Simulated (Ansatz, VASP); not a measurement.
## WSe2: VASP beside Ansatz

```
CELL_PARAMETERS angstrom
3.28548 0.00000 0.00000
-1.64274 2.84531 0.00000
0.00000 0.00000 24.23866
ATOMIC_POSITIONS crystal
Se 0.33333 0.66667 0.18565
Se 0.33333 0.66667 0.32466
Se 0.33333 0.83333 0.47153
Se 0.33333 0.83333 0.61054
W 0.66667 0.33333 0.25516
W 0.00000 0.16667 0.54104
```

Alike in both runs: task single point; functional PBE; dispersion D3(BJ); k mesh 9 × 9 × 1; occupations gaussian, width 0.05 eV; no spin polarisation.

|  | VASP | Ansatz |
| --- | --- | --- |
| version | VASP 6.6.1 | Ansatz 0.2.0 |
| potentials or method | VASP PAW PBE potentials, release 64 (Se, W_sv), cutoff 520 eV | scalar-relativistic, plane waves, PAW |
| valence electrons in the cell | 52 | 92 |

VASP gave:

```
gap on the k mesh at the Fermi level (eV) : 1.54
least direct gap on the mesh (eV)         : 1.66
rms of the force components (eV/Å)        : 0.020
```

Question: Estimate Ansatz's values.

Answer: gap on the k mesh at the Fermi level (eV): 1.54; least direct gap on the mesh (eV): 1.67; rms of the force components (eV/Å): 0.012.

VASP's potentials hold 52 valence electrons a cell and Ansatz's 92, so a difference there can come from the potentials and not from the codes.

Neither program's run includes spin-orbit coupling.
